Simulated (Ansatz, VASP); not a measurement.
## Two plane-wave programs on Bi4O

```
CELL_PARAMETERS angstrom
-4.31360 4.31360 2.04760
4.31360 -4.31360 2.04760
4.31360 4.31360 -2.04760
ATOMIC_POSITIONS crystal
Bi 0.00000 0.71316 0.71316
Bi 0.00000 0.28684 0.28684
Bi 0.71316 0.00000 0.71316
Bi 0.28684 0.00000 0.28684
O 0.00000 0.00000 0.00000
```

Alike in both runs: functional PBE; k mesh 4 × 4 × 4; occupations gaussian, width 0.1 eV; no spin polarisation.

Ansatz relaxed the structure, and its values are those at the end. VASP's run is a single point on that final structure, the one shown.

```csv
,VASP,Ansatz
version,VASP 6.6.1,Ansatz 0.2.0
potentials or method,"VASP PAW PBE potentials, release 64 (Bi_d, O), cutoff 520 eV","scalar-relativistic, plane waves, PAW"
valence electrons in the cell,66,66
```

Ansatz gave:

```
gap on the k mesh at the Fermi level (eV) : none
pressure (GPa)                            : 0.0
rms of the force components (eV/Å)        : 0.005
```

Q: Estimate VASP's values.

A: gap on the k mesh at the Fermi level (eV): none; pressure (GPa): -0.1; rms of the force components (eV/Å): 0.008.

A gap of «none» marks a metal or a gap that the smearing closes.

The k mesh is coarse, so the values compare programs but aren't converged. Neither program's run includes spin-orbit coupling.
